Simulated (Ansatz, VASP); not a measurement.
Ir: VASP beside Ansatz

```xyz
1
Lattice="0.0000 1.8550 1.8550 1.8550 0.0000 1.8550 1.8550 1.8550 0.0000" Properties=species:S:1:pos:R:3 pbc="T T T"
Ir    0.0000    0.0000    0.0000
```

Alike in both runs: task single point; functional PBE; k mesh 23 × 23 × 23; occupations fermi-dirac, width 0.05 eV; collinear spin.

```csv
,VASP,Ansatz
version,VASP 6.6.1,Ansatz 0.2.0
potentials or method,"VASP PAW PBE potentials, release 64 (Ir), cutoff 520 eV","plane waves (420 eV) with PAW, scalar-relativistic"
valence electrons in the cell,9,17
```

|  | VASP | Ansatz | Ansatz less VASP |
| --- | --- | --- | --- |
| net moment per atom (μB) | 0.00 | 0.00 | 0.000 |

The functional is the same, so the differences come from potentials, cutoffs and numerics. VASP's potentials hold 9 valence electrons a cell and Ansatz's 17, so a difference there can come from the potentials and not from the codes. Ansatz's warnings: seeded moment not kept.

Neither program's run includes spin-orbit coupling.
